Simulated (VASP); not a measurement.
Crystal: PbS (rocksalt type).

```
Pb S
1.0
     0.00000    2.69344    2.69344
     2.69344    0.00000    2.69344
     2.69344    2.69344    0.00000
Pb S
1 1
Cartesian
  0.0000 0.0000 0.0000
  2.6934 2.6934 2.6934
```

- Program: VASP 6.6.1
- Task: relaxation of cell and atoms
- Functional: PBE
- Potentials or basis: VASP PAW PBE potentials, release 64 (Pb_d, S)
- Cutoff: 600 eV
- k mesh: 13 × 13 × 13
- Occupations: fermi-dirac, width 0.05 eV
- Spin: no spin polarisation

At the start: pressure 34.4 GPa; volume 19.54 Å³/atom.

Q: Where does the relaxation end?

A: Over 3 steps the energy falls by 611.8 meV/atom and the volume is 27.09 Å³/atom (+38.6 %); space group Fm-3m (No. 225, to 0.05 Å).

The path:
```
step  energy change (eV)  largest force (eV/Å)  pressure (GPa)  volume (Å³)
   1              0.0000                0.0000           34.40        39.08
   2             -0.8418                0.0000           -7.24        67.93
   3             -1.2236                0.0000            0.01        54.18
```

Final structure:
```yaml
crystal:
  lattice:
    - [0.00000, 3.00336, 3.00336]
    - [3.00336, 0.00000, 3.00336]
    - [3.00336, 3.00336, 0.00000]
  atoms:
    - { symbol: Pb, position: [0.00000, 0.00000, 0.00000] }
    - { symbol: S, position: [0.50000, 0.50000, 0.50000] }
```

Caveat: the volume moved by over 15 % at a fixed basis, so the end points are rough.
